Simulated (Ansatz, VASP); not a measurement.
ZnW3: VASP beside Ansatz

The input INCAR:

```
  PREC = Accurate
  ENCUT = 600
  EDIFF = 1E-7
  ISMEAR = 0
  SIGMA = 0.1
  LREAL = False
  LASPH = True
  NELM = 80
  ALGO = Fast
  ISIF = 3
  LWAVE = False
  LCHARG = False
  GGA = PE
  IBRION = 2
  NSW = 100
  EDIFFG = -0.01
```

The input KPOINTS:

```
Automatic mesh
0
Gamma
  12 12 12
```

File POSCAR:

```
ZnW3
1.0
    3.9621698999      0.0000000000      0.0000000000
    0.0000000000      3.9621698999      0.0000000000
    0.0000000000      0.0000000000      3.9621698999
Zn W
1 3
Direct
    0.0000000000      0.0000000000      0.0000000000
    0.0000000000      0.5000000000      0.5000000000
    0.5000000000      0.0000000000      0.5000000000
    0.5000000000      0.5000000000      0.0000000000
```

Input for Ansatz:

```yaml
crystal:
  lattice:
    - [3.9621698999, 0.0, 0.0]
    - [0.0, 3.9621698999, 0.0]
    - [0.0, 0.0, 3.9621698999]
  atoms:
    - { symbol: Zn, position: [0.0, 0.0, 0.0] }
    - { symbol: W, position: [0.0, 0.5, 0.5] }
    - { symbol: W, position: [0.5, 0.0, 0.5] }
    - { symbol: W, position: [0.5, 0.5, 0.0] }
basis:
  ecutwfc: 420
kpoints:
  mp_grid: { grid: [12, 12, 12] }
hamiltonian:
  xc: pbe
scf:
  occupations: { method: gaussian, width: 0.1 }
output:
  forces: true
  stress: true
  eigenvalues: true
  write_density: true
  write_potential: true
  elf: true
  volumetric_format: npy
relax:
  adjacent_minimum: "off"
  f_tol: 0.01
  max_steps: 80
  cell: { stress_tol: 0.05 }
```

Alike in both runs: task relaxation of cell and atoms; functional PBE; k mesh 12 × 12 × 12; occupations gaussian, width 0.1 eV; no spin polarisation.

|  | VASP | Ansatz |
| --- | --- | --- |
| version | VASP 6.6.1 | Ansatz 0.2.0 |
| potentials or method | VASP PAW PBE potentials, release 64 (Zn, W_sv), cutoff 600 eV | scalar-relativistic, plane waves, PAW |
| valence electrons in the cell | 54 | 54 |

VASP gave:

```
gap on the k mesh at the Fermi level, each at its own relaxed structure (eV) : none
relaxed volume (Å³/atom)                                                     : 15.57
relaxed cell length with the largest relative difference (Å)                 : 3.963
```

Q: Estimate Ansatz's values.

A: gap on the k mesh at the Fermi level, each at its own relaxed structure (eV): none; relaxed volume (Å³/atom): 15.53; relaxed cell length with the largest relative difference (Å): 3.960.

A gap of «none» marks a metal or a gap that the smearing closes.

Spin-orbit coupling is off throughout.
